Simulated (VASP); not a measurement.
Wanted: the native input for a VASP 6.6.1 run.

```yaml
Task: single point
Functional: PBE
Potentials_or_basis: VASP PAW PBE potentials, release 64 (Fe)
Cutoff: 520 eV
k_mesh: 13 × 13 × 7
Occupations: fermi-dirac, width 0.1 eV
Spin: collinear spin, ferromagnetic start
Starting_moments: "[4.0, 4.0] μB"
Dipole_correction: no
Further_INCAR_settings: ALGO = Normal; EDIFF = 1e-06; NBANDS = 19; ISYM = 0
```

The structure of Fe lies in POSCAR:

```
Fe
1.0
    0.0000000000      1.7450000000      1.7450000000
    1.7450000000      0.0000000000      1.7450000000
    3.4900000000      3.4900000000      0.0000000000
Fe
2
Direct
    0.0000000000      0.0000000000      0.0000000000
    0.0000000000      0.0000000000      0.5000000000
```

This isn't the form of Fe at room conditions, which is bcc.

These files were run (other wordings do the same):

INCAR

```
SYSTEM = Fe
PREC = Accurate
ENCUT = 520
EDIFF = 1E-6
ISMEAR = -1
SIGMA = 0.1
LREAL = .FALSE.
LASPH = .TRUE.
NELM = 150
ALGO = Normal
ISIF = 2
LWAVE = .FALSE.
LCHARG = .FALSE.
ISPIN = 2
MAGMOM = 4 4
LORBIT = 11
LMAXMIX = 4
GGA = PE
ISYM = 0
NBANDS = 19
```

KPOINTS

```
Automatic mesh
0
G
  13 13 7
  0 0 0
```

Potentials or basis: VASP PAW PBE potentials, release 64 (Fe).

Run with:

```sh
$ cat potpaw_PBE.64/Fe/POTCAR > POTCAR
$ mpirun -np 1 vasp_std > vasp.out
```

It gave:

```json
{"Pressure": "-1.7 GPa", "Net moment": "2.06 μB per cell", "Site moments": "Fe +1.02 μB", "Valence electrons inside the program's atomic spheres": "Fe 7.41"}
```

Wall time 4.6 min on 1 thread of Intel(R) Xeon(R) 6975P-C (Granite Rapids) (shared host), peak memory 0.42 GiB.
